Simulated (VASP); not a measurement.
Runs of VASP 6.6.1 on CaSe. It takes space group Pm-3m (No. 221, cubic). Conventional cell: a = 3.635 Å, b = 3.635 Å, c = 3.635 Å, α = 90.00°, β = 90.00°, γ = 90.00°. Ca (site symmetry m-3m) has 8 Se at 3.15 Å and 6 Ca at 3.63 Å within 4.1 Å. Se (site symmetry m-3m) has 8 Ca at 3.15 Å and 6 Se at 3.63 Å within 4.1 Å. 

| level | potentials or basis | k mesh | cutoff (eV) | smearing | gap on the mesh (eV) | pressure (GPa) |
| --- | --- | --- | --- | --- | --- | --- |
| r2SCAN+D4 | VASP PAW PBE potentials, release 64 (Ca_sv, Se) | 6 × 6 × 6 | 550 | gaussian 0.01 eV | 1.24 | (a) |
| r2SCAN | VASP PAW PBE potentials, release 64 (Ca_sv, Se) | 6 × 6 × 6 | 550 | methfessel-paxton 0.001 eV | 1.24 | 0.2 |
| r2SCAN | VASP PAW PBE potentials, release 64 (Ca_sv, Se) | 6 × 6 × 6 | 550 | methfessel-paxton 0.05 eV | 1.24 | 0.2 |
| LDA | VASP PAW LDA potentials, release 64 (Ca_sv, Se) | 4 × 4 × 4 | 500 | gaussian 0.01 eV | 0.57 | -3.3 |

Alike in all rows: task single point; no spin polarisation; cell as given.

Task: Estimate the missing entries.

Result: (a) -0.4.

Caveats: some runs use coarse meshes; the structure was generated, so it needn't be the stable form of CaSe; the PAW data sets were made with another functional, which shifts forces and pressure a little (at least some runs); semilocal functionals underestimate gaps, and a narrow one can read as zero (at least some runs).

A k mesh can miss the band edges, and the runs leave out spin-orbit coupling on Se.
